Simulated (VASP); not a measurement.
# Mg (P6_3/mmc) in VASP: a series of runs

Runs on Mg. Level: r2SCAN. Tasks: single point.

Everything below comes from runs of VASP 6.6.1. Logs are shortened: lines on timing, memory, paths and dates and some standing lists are left out, and cuts for length are marked.

## (1) The cell of the first run

Symmetry: P6_3/mmc, No. 194, hexagonal system. Conventional cell: a = 3.334 Å, b = 3.334 Å, c = 10.089 Å, α = 90.00°, β = 90.00°, γ = 120.00°. Within 4.2 Å of Mg (site symmetry -3m) lie 12 Mg at 3.17 to 3.33 Å. Within 4.2 Å of Mg (site symmetry -6m2) lie 12 Mg at 3.17 to 3.33 Å.

## (2) Single point, r2SCAN (biaxial strain in the a-b plane: +4.5 %, then relaxed in part)

POSCAR reads:

```
Mg
1.0
    3.3339482523      0.0000000000      0.0000000000
   -1.6669741261      2.8872838814      0.0000000000
    0.0000000000      0.0000000000     10.0885679419
Mg
4
Direct
    0.0000000000      0.0000000000      0.0000000000
    0.3333333333      0.6666666667      0.2500000000
    0.0000000000      0.0000000000      0.5000000000
    0.6666666667      0.3333333333      0.7500000000
```

INCAR.step1 reads:

```
SYSTEM = Mg
  ALGO = Normal
  EDIFF = 1E-4
  ENCUT = 520
  GGA = PE
  ISMEAR = 0
  LASPH = .True.
  LCHARG = .False.
  LREAL = .False.
  LWAVE = .True.
  NBANDS = 12
  NELM = 80
  PREC = Accurate
  SIGMA = 0.1
```

INCAR.step2 reads:

```
SYSTEM = Mg
  ALGO = Normal
  EDIFF = 1E-7
  ENCUT = 520
  ISIF = 2
  ISMEAR = 0
  ISTART = 1
  LASPH = .True.
  LCHARG = .False.
  LMIXTAU = .True.
  LREAL = .False.
  LWAVE = .False.
  METAGGA = R2SCAN
  NBANDS = 12
  NELM = 80
  PREC = Accurate
  SIGMA = 0.1
```

KPOINTS reads:

```
k-points
0
Gamma
  18 18 6
  0 0 0
```

Potentials or basis: VASP PAW PBE potentials, release 64 (Mg).

The run is started by

```
> cat potpaw_PBE.64/Mg/POTCAR > POTCAR
> cp INCAR.step1 INCAR
> mpirun -np 1 vasp_std > vasp.out
> cp INCAR.step2 INCAR
> mpirun -np 1 vasp_std > vasp.out
```

OUTCAR:

```text
SYSTEM = Mg
   EDIFF = 1E-7
   ENCUT = 520
   ISIF = 2
   ISMEAR = 0
   ISTART = 1
   LASPH = .True.
   LREAL = .False.
   METAGGA = R2SCAN
   NELM = 80
   PREC = Accurate

 ion  position               nearest neighbor table
   1  0.000  0.000  0.000-   2 3.17   4 3.17   2 3.17   4 3.17   4 3.17   2 3.17
   2  0.333  0.667  0.250-   1 3.17   3 3.17   1 3.17   3 3.17   1 3.17   3 3.17
   3  0.000  0.000  0.500-   2 3.17   4 3.17   2 3.17   4 3.17   4 3.17   2 3.17
   4  0.667  0.333  0.750-   1 3.17   3 3.17   1 3.17   3 3.17   1 3.17   3 3.17

  LATTYP: Found a hexagonal cell.
 ALAT       =     3.3339482523
 C/A-ratio  =     3.0260121569

  Lattice vectors:

 A1 = (   3.3339482523,   0.0000000000,   0.0000000000)
 A2 = (  -1.6669741261,   2.8872838814,   0.0000000000)
 A3 = (   0.0000000000,   0.0000000000,  10.0885679419)

Analysis of symmetry for initial positions (statically):
=====================================================================
 Subroutine PRICEL returns:
 Original cell was already a primitive cell.

 Routine SETGRP: Setting up the symmetry group for a
 hexagonal supercell.

 Subroutine GETGRP returns: Found 24 space group operations
 (whereof 12 operations were pure point group operations)
 out of a pool of 24 trial point group operations.

The static configuration has the point symmetry D_3d.
 The point group associated with its full space group is D_6h.

Analysis of symmetry for dynamics (positions and initial velocities):
=====================================================================
 Subroutine PRICEL returns:
 Original cell was already a primitive cell.

 Routine SETGRP: Setting up the symmetry group for a
 hexagonal supercell.

 Subroutine GETGRP returns: Found 24 space group operations
 (whereof 12 operations were pure point group operations)
 out of a pool of 24 trial point group operations.

The dynamic configuration has the point symmetry D_3d.
 The point group associated with its full space group is D_6h.

 Subroutine INISYM returns: Found 24 space group operations
 (whereof 12 operations are pure point group operations),
 and found     1 'primitive' translations

----------------------------------------------------------------------------------------

                                     Primitive cell

  volume of cell :      97.1131

  direct lattice vectors                    reciprocal lattice vectors
     3.333948252  0.000000000  0.000000000     0.299944668  0.173173135  0.000000000
    -1.666974126  2.887283881  0.000000000     0.000000000  0.346346269  0.000000000
[... 105 lines left out ...]
   EFERMI_NEDOS =   21; number of points for ismear=-14 and -15
   IALGO  =     38    algorithm
   IMIX   =      4    mixing-type and parameters
     AMIX     =   0.40;   BMIX     =  1.00
     AMIX_MAG =   1.60;   BMIX_MAG =  1.00
  volume/ion in A,a.u.               =      24.28       163.84
  Fermi-wavevector in a.u.,A,eV,Ry     =   0.712326  1.346101  6.903712  0.507409
  Thomas-Fermi vector in A             =   1.799672
   LORBIT       =      0    0 simple, 1 ext, 2 COOP (PROOUT), +10 PAW based schemes
   METAGGA = R2SCAN    functional components
   LHFCALC =     F    Hartree Fock is set to
   AEXX    =    0.0000 exact exchange contribution
   IVDW    =     0    specifies the selected vdW correction
   LEPSILON=     F    determine dielectric tensor
   LRPA    =     F    only Hartree local field effects (RPA)
 non-spin polarized calculation
 Gauss-broadening in eV      SIGMA  =   0.10
  energy-cutoff  :      520.00
  volume of cell :       97.11
 maximum number of plane-waves:      2637
 NGX is ok and might be reduce to    28
   NGX = 13   NGY = 13   NGZ = 37

 number of electron       8.0000000 magnetization

 Free energy of the ion-electron system (eV)
  ---------------------------------------------------
  ext. energy  EPLUGINS =         0.00000000
  ---------------------------------------------------
  free energy    TOTEN  =       -16.45870443 eV

  energy without entropy =      -16.45243644  energy(sigma->0) =      -16.45557043

 E-fermi :   2.3778     XC(G=0):  -8.8613

 val. band max:        2.3734471883   @ k =   0.2222   0.1667   0.1667
 cond. band min:       2.4183787212   @ k =   0.3889   0.0556   0.3333
 fundamental gap:      0.0449315330
 Fermi energy:         2.3777895519

 k-point     1 :       0.0000    0.0000    0.0000
  band No.  band energies     occupation
      1      -4.7867      2.00000
      2      -3.2177      2.00000
      3      -3.2167      2.00000
      4       0.9619      2.00000
      5       1.8412      2.00000
      6       8.7083      0.00000
      7       8.7319      0.00000
      8      12.8816      0.00000
      9      12.8816      0.00000
     10      12.9514      0.00000
     11      12.9515      0.00000
     12      13.7914      0.00000
[... 331 lines left out ...]
 k-point    24 :       0.3889    0.1111    0.0000
  band No.  band energies     occupation
      1      -0.8647      2.00000
      2       0.6041      2.00000
      3       0.6194      2.00000
      4       1.1920      2.00000
      5       2.7383      0.00000
      6       2.7496      0.00000
      7       4.6714      0.00000
      8       5.4340      0.00000
      9       6.4001      0.00000
     10       6.6379      0.00000
     11       7.8194      0.00000
     12       7.8355      0.00000

 [... further k-points ...]

------------------------ aborting loop because EDIFF is reached ----------------------------------------

  FORCE on cell =-STRESS in cart. coord.  units (eV):
  Direction    XX          YY          ZZ          XY          YZ          ZX
  --------------------------------------------------------------------------------------
  -------------------------------------------------------------------------------------
  Total       -2.1407186     -2.1407186     -0.1652135     -0.0000000     -0.0000000      0.0000000
  in kB      -35.3176911    -35.3176911     -2.7257010     -0.0000000     -0.0000000      0.0000000
  external PRESSURE =     -24.4536944 kB  Pullay stress =       0.0000000 kB

 VOLUME and BASIS-vectors are now :
 -----------------------------------------------------------------------------
  energy-cutoff  :      520.00
  volume of cell :       97.11
      direct lattice vectors                 reciprocal lattice vectors
     3.333948252  0.000000000  0.000000000     0.299944668  0.173173135  0.000000000
    -1.666974126  2.887283881  0.000000000     0.000000000  0.346346269  0.000000000
     0.000000000  0.000000000 10.088567942     0.000000000  0.000000000  0.099122096

 POSITION                                       TOTAL-FORCE (eV/Angst)
 -----------------------------------------------------------------------------------
      0.00000      0.00000      0.00000        -0.000000      0.000000      0.000000
     -0.00000      1.92486      2.52214         0.000000      0.000000      0.000000
      0.00000      0.00000      5.04428        -0.000000      0.000000      0.000000
      1.66697      0.96243      7.56643        -0.000000     -0.000000     -0.000000
 -----------------------------------------------------------------------------------
    total drift:                               -0.000000      0.000000     -0.000000

  FREE ENERGIE OF THE ION-ELECTRON SYSTEM (eV)
  ---------------------------------------------------
  free  energy   TOTEN  =       -16.4587044290 eV

  energy  without entropy=      -16.4524364357  energy(sigma->0) =      -16.45557043
```

OUTCAR.step1:

```text
SYSTEM = Mg
   EDIFF = 1E-4
   ENCUT = 520
   GGA = PE
   ISMEAR = 0
   LASPH = .True.
   LREAL = .False.
   NELM = 80
[... 590 lines left out ...]
     -0.00000      1.92486      2.52214         0.000000      0.000000     -0.000000
      0.00000      0.00000      5.04428         0.000000      0.000000      0.000000
      1.66697      0.96243      7.56643        -0.000000     -0.000000      0.000000
 -----------------------------------------------------------------------------------
    total drift:                                0.000000      0.000000     -0.000000

  FREE ENERGIE OF THE ION-ELECTRON SYSTEM (eV)
  ---------------------------------------------------
  free  energy   TOTEN  =        -5.9377619132 eV

  energy  without entropy=       -5.9314128152  energy(sigma->0) =       -5.93458736
```

Run time: 7.2 min. Hardware: 1 thread of AMD EPYC 9R45 (Zen 5), shared host; peak memory 0.32 GiB.

What came out:

- Free energy: -16.4587 eV
- Pressure: -2.4 GPa
- Band gap on the k mesh: zero (bands 4 and 5 overlap by 1.80 eV)

Caveat: the cell differs from its parent crystal (biaxial strain in the a-b plane: +4.5 %, then relaxed in part); the PAW data sets were made with another functional, which shifts forces and pressure a little.

## (3) Single point, r2SCAN (biaxial strain in the a-b plane: -4.5 %, then relaxed in part)

POSCAR reads:

```
Mg
1.0
    3.0468139530      0.0000000000      0.0000000000
   -1.5234069765      2.6386182839      0.0000000000
    0.0000000000      0.0000000000     10.5258483923
Mg
4
Direct
    0.0000000000      0.0000000000      0.0000000000
    0.3333333333      0.6666666667      0.2500000000
    0.0000000000      0.0000000000      0.5000000000
    0.6666666667      0.3333333333      0.7500000000
```

INCAR.step1 reads:

```
SYSTEM = Mg
PREC = Accurate
ENCUT = 520
ISMEAR = 0
SIGMA = 0.1
LREAL = .False.
LASPH = .True.
NELM = 80
NBANDS = 12
GGA = PE
ALGO = Normal
EDIFF = 1E-4
LWAVE = .True.
LCHARG = .False.
```

INCAR.step2 reads:

```
SYSTEM = Mg
PREC = Accurate
ENCUT = 520
EDIFF = 1E-6
ISMEAR = 0
SIGMA = 0.1
LREAL = .False.
LASPH = .True.
NELM = 80
ALGO = Normal
ISIF = 2
LWAVE = .False.
LCHARG = .False.
METAGGA = R2SCAN
LMIXTAU = .True.
NBANDS = 12
ISTART = 1
```

KPOINTS reads:

```
regular mesh
0
Gamma
  18 18 6
  0 0 0
```

Potentials or basis: VASP PAW PBE potentials, release 64 (Mg).

The run is started by

```
> cat potpaw_PBE.64/Mg/POTCAR > POTCAR
> cp INCAR.step1 INCAR
> mpirun -np 1 vasp_std > vasp.out
> cp INCAR.step2 INCAR
> mpirun -np 1 vasp_std > vasp.out
```

Run time: 5.2 min. Hardware: 1 thread of Intel Xeon Platinum 8259CL at 2.50GHz (Skylake/Cascade Lake), shared host; peak memory 0.3 GiB.

It converged, with:

```
Free energy            : -16.4702 eV
Pressure               : 3.0 GPa
Band gap on the k mesh : zero (bands 4 and 5 overlap by 2.76 eV)
```

Stress tensor (GPa, compression positive):
```
 4.57  0.00  0.00
 0.00  4.57  0.00
 0.00  0.00 -0.26
```

Levels at points of the mesh, in eV from the Fermi level:
```tsv
k point	band 2	band 3	band 4	band 5	band 6	band 7
(0.00, 0.00, 0.00)	-6.33	-6.32	-2.41	-1.80	4.62	4.63
(0.50, 0.00, 0.00)	-2.15	-1.27	-1.09	-0.40	-0.26	2.90
(0.00, 0.00, 0.50)	-7.40	-4.56	-4.56	0.98	0.98	8.79
(0.50, 0.00, 0.50)	-2.05	-1.69	-1.69	0.74	0.74	1.26
```

Caveat: the cell differs from its parent crystal (biaxial strain in the a-b plane: -4.5 %, then relaxed in part); the PAW data sets were made with another functional, which shifts forces and pressure a little.

## (4) Single point, r2SCAN (biaxial strain in the a-b plane: -4.5 %)

POSCAR: that of step 3 with these lines changed.

```diff
@@ -4,3 +4,3 @@
    -1.5234069765      2.6386182839      0.0000000000
-    0.0000000000      0.0000000000     10.5258483923
+    0.0000000000      0.0000000000     10.5429500469
 Mg
```

INCAR.step1 is that of step 3.

INCAR.step2 is that of step 3.

KPOINTS reads:

```
Automatic mesh
0
Gamma
  18 18 6
  0 0 0
```

Potentials or basis: VASP PAW PBE potentials, release 64 (Mg).

The run is started by

```
> cat potpaw_PBE.64/Mg/POTCAR > POTCAR
> cp INCAR.step1 INCAR
> mpirun -np 1 vasp_std > vasp.out
> cp INCAR.step2 INCAR
> mpirun -np 1 vasp_std > vasp.out
```

OUTCAR:

```text
SYSTEM = Mg
   PREC = Accurate
   ENCUT = 520
   EDIFF = 1E-6
   ISMEAR = 0
   LREAL = .False.
   LASPH = .True.
   NELM = 80
   ISIF = 2
   METAGGA = R2SCAN
   ISTART = 1

 ion  position               nearest neighbor table
   1  0.000  0.000  0.000-   2 3.17   4 3.17   2 3.17   4 3.17   4 3.17   2 3.17
   2  0.333  0.667  0.250-   1 3.17   3 3.17   1 3.17   3 3.17   1 3.17   3 3.17
   3  0.000  0.000  0.500-   2 3.17   4 3.17   2 3.17   4 3.17   4 3.17   2 3.17
   4  0.667  0.333  0.750-   1 3.17   3 3.17   1 3.17   3 3.17   1 3.17   3 3.17

  LATTYP: Found a hexagonal cell.
 ALAT       =     3.0468139530
[... 562 lines left out ...]
  --------------------------------------------------------------------------------------
  -------------------------------------------------------------------------------------
  Total        2.3898776      2.3898776     -0.1998484      0.0000000      0.0000000      0.0000000
  in kB       45.1753562     45.1753562     -3.7776921      0.0000000      0.0000000      0.0000000
  external PRESSURE =      28.8576734 kB  Pullay stress =       0.0000000 kB

 VOLUME and BASIS-vectors are now :
 -----------------------------------------------------------------------------
  energy-cutoff  :      520.00
  volume of cell :       84.76
      direct lattice vectors                 reciprocal lattice vectors
     3.046813953  0.000000000  0.000000000     0.328211704  0.189493116  0.000000000
    -1.523406977  2.638618284  0.000000000     0.000000000  0.378986232  0.000000000
     0.000000000  0.000000000 10.542950047     0.000000000  0.000000000  0.094850113

 POSITION                                       TOTAL-FORCE (eV/Angst)
 -----------------------------------------------------------------------------------
      0.00000      0.00000      0.00000        -0.000000      0.000000      0.000000
     -0.00000      1.75908      2.63574         0.000000      0.000000     -0.000000
      0.00000      0.00000      5.27148        -0.000000      0.000000      0.000000
      1.52341      0.87954      7.90721        -0.000000     -0.000000      0.000000
 -----------------------------------------------------------------------------------
    total drift:                               -0.000000      0.000000      0.000000

  FREE ENERGIE OF THE ION-ELECTRON SYSTEM (eV)
  ---------------------------------------------------
  free  energy   TOTEN  =       -16.4699302330 eV

  energy  without entropy=      -16.4607089648  energy(sigma->0) =      -16.46531960
```

Wall time 5 min (1 thread of Intel Xeon Platinum 8259CL at 2.50GHz (Skylake/Cascade Lake), shared host); peak memory 0.3 GiB.

What came out:

- Free energy: -16.4699 eV
- Pressure: 2.9 GPa
- Band gap on the k mesh: zero (bands 4 and 5 overlap by 2.78 eV)

Stress tensor (GPa, compression positive):
```
 4.52  0.00  0.00
 0.00  4.52  0.00
 0.00  0.00 -0.38
```

Levels at points of the mesh, in eV from the Fermi level:
```tsv
k point	band 1	band 2	band 3	band 4	band 5	band 6	band 7	band 8
(0.00, 0.00, 0.00)	-7.76	-6.33	-6.32	-2.41	-1.82	4.60	4.60	12.43
(0.50, 0.00, 0.00)	-2.29	-2.14	-1.27	-1.09	-0.40	-0.26	2.90	2.97
(0.00, 0.00, 0.50)	-7.40	-7.40	-4.56	-4.56	0.96	0.96	8.75	8.75
(0.50, 0.00, 0.50)	-2.04	-2.04	-1.69	-1.69	0.74	0.74	1.26	1.26
```

Caveat: the cell differs from its parent crystal (biaxial strain in the a-b plane: -4.5 %); the PAW data sets were made with another functional, which shifts forces and pressure a little.

## (5) Single point, r2SCAN (biaxial strain in the a-b plane: -3.0 %, then relaxed in part)

POSCAR reads:

```
Mg
1.0
    3.0946696696      0.0000000000      0.0000000000
   -1.5473348348      2.6800625502      0.0000000000
    0.0000000000      0.0000000000     10.4505580796
Mg
4
Direct
    0.0000000000      0.0000000000      0.0000000000
    0.3333333333      0.6666666667      0.2500000000
    0.0000000000      0.0000000000      0.5000000000
    0.6666666667      0.3333333333      0.7500000000
```

INCAR.step1 reads:

```
SYSTEM = Mg
  ALGO = Normal
  EDIFF = 1E-4
  ENCUT = 520
  GGA = PE
  ISMEAR = 0
  LASPH = .True.
  LCHARG = .False.
  LREAL = .False.
  LWAVE = .True.
  NBANDS = 12
  NELM = 60
  PREC = Accurate
  SIGMA = 0.1
```

INCAR.step2 reads:

```
SYSTEM = Mg
  ALGO = Normal
  EDIFF = 1E-7
  ENCUT = 520
  ISIF = 2
  ISMEAR = 0
  ISTART = 1
  LASPH = .True.
  LCHARG = .False.
  LMIXTAU = .True.
  LREAL = .False.
  LWAVE = .False.
  METAGGA = R2SCAN
  NBANDS = 12
  NELM = 60
  PREC = Accurate
  SIGMA = 0.1
```

KPOINTS reads:

```
k-points
0
Gamma
  18 18 6
  0 0 0
```

The run is started by

```
> cat potpaw_PBE.64/Mg/POTCAR > POTCAR
> cp INCAR.step1 INCAR
> mpirun -np 1 vasp_std > vasp.out
> cp INCAR.step2 INCAR
> mpirun -np 1 vasp_std > vasp.out
```

Run time: 6.3 min. Hardware: 1 thread of Intel Xeon Platinum 8259CL at 2.50GHz (Skylake/Cascade Lake), shared host; peak memory 0.3 GiB.

Results (log left out):

```
Free energy            : -16.5314 eV
Pressure               : 1.7 GPa
Band gap on the k mesh : zero (bands 4 and 5 overlap by 2.47 eV)
```

Stress tensor (GPa, compression positive):
```
 2.64  0.00  0.00
 0.00  2.64  0.00
 0.00  0.00 -0.28
```

Levels at points of the mesh, in eV from the Fermi level:
```csv
k point,band 1,band 2,band 3,band 4,band 5,band 6,band 7,band 8,band 9
"(0.00, 0.00, 0.00)",-7.65,-6.19,-6.19,-2.23,-1.57,4.93,4.93,12.55,12.55
"(0.50, 0.00, 0.00)",-2.32,-2.19,-1.26,-1.11,-0.44,-0.31,2.91,3.00,3.64
"(0.00, 0.00, 0.50)",-7.28,-7.28,-4.40,-4.40,1.23,1.23,9.14,9.14,12.72
"(0.50, 0.00, 0.50)",-2.06,-2.06,-1.74,-1.74,0.74,0.74,1.25,1.25,6.13
```

Caveat: the cell differs from its parent crystal (biaxial strain in the a-b plane: -3.0 %, then relaxed in part); the PAW data sets were made with another functional, which shifts forces and pressure a little.

## (6) Single point, r2SCAN (biaxial strain in the a-b plane: -3.0 %)

POSCAR is that of step 5.

INCAR.step1 reads:

```
PREC = Accurate
ENCUT = 520
ISMEAR = 0
SIGMA = 0.1
LREAL = F
LASPH = T
NELM = 100
NBANDS = 12
GGA = PE
ALGO = Normal
EDIFF = 1E-4
LWAVE = T
LCHARG = F
```

INCAR.step2 reads:

```
PREC = Accurate
ENCUT = 520
EDIFF = 1E-7
ISMEAR = 0
SIGMA = 0.1
LREAL = F
LASPH = T
NELM = 100
ALGO = Normal
ISIF = 2
LWAVE = F
LCHARG = F
METAGGA = R2SCAN
LMIXTAU = T
NBANDS = 12
ISTART = 1
```

KPOINTS reads:

```
regular mesh
0
Gamma
  18 18 6
```

Potentials or basis: VASP PAW PBE potentials, release 64 (Mg).

The run is started by

```
> cat potpaw_PBE.64/Mg/POTCAR > POTCAR
> cp INCAR.step1 INCAR
> mpirun -np 1 vasp_std > vasp.out
> cp INCAR.step2 INCAR
> mpirun -np 1 vasp_std > vasp.out
```

Wall time 5.9 min (1 thread of Intel Xeon Platinum 8259CL at 2.50GHz (Skylake/Cascade Lake), shared host); peak memory 0.3 GiB.

It converged, with:

```yaml
Free_energy: -16.5314 eV
Pressure: 1.7 GPa
Band_gap_on_the_k_mesh: zero (bands 4 and 5 overlap by 2.47 eV)
```

Stress tensor (GPa, compression positive):
```
 2.64  0.00  0.00
 0.00  2.64  0.00
 0.00  0.00 -0.28
```

Levels at points of the mesh, in eV from the Fermi level:
```csv
k point,band 2,band 3,band 4,band 5,band 6,band 7
"(0.00, 0.00, 0.00)",-6.19,-6.19,-2.23,-1.57,4.93,4.93
"(0.50, 0.00, 0.00)",-2.19,-1.26,-1.11,-0.44,-0.31,2.91
"(0.00, 0.00, 0.50)",-7.28,-4.40,-4.40,1.23,1.23,9.14
"(0.50, 0.00, 0.50)",-2.06,-1.74,-1.74,0.74,0.74,1.25
```

Caveat: the cell differs from its parent crystal (biaxial strain in the a-b plane: -3.0 %); the PAW data sets were made with another functional, which shifts forces and pressure a little.

## (7) Summary

```tsv
cell	gap on the mesh (eV)	pressure (GPa)
a = 3.334, b = 3.334, c = 10.089 Å, angles 90.0, 90.0, 120.0°, 4 atoms	none	-2.4
a = 3.047, b = 3.047, c = 10.526 Å, angles 90.0, 90.0, 120.0°, 4 atoms	none	3.0
a = 3.047, b = 3.047, c = 10.543 Å, angles 90.0, 90.0, 120.0°, 4 atoms	none	2.9
a = 3.095, b = 3.095, c = 10.451 Å, angles 90.0, 90.0, 120.0°, 4 atoms	none	1.7
```

Alike in all rows: task single point; level r2SCAN; potentials or basis VASP PAW PBE potentials, release 64 (Mg); no spin polarisation; k mesh 18 × 18 × 6; cutoff (eV) 520; smearing gaussian 0.1 eV.

Caveats: the PAW data sets were made with another functional, which shifts forces and pressure a little.

Absolute energies hang on the potentials; compare differences alone.
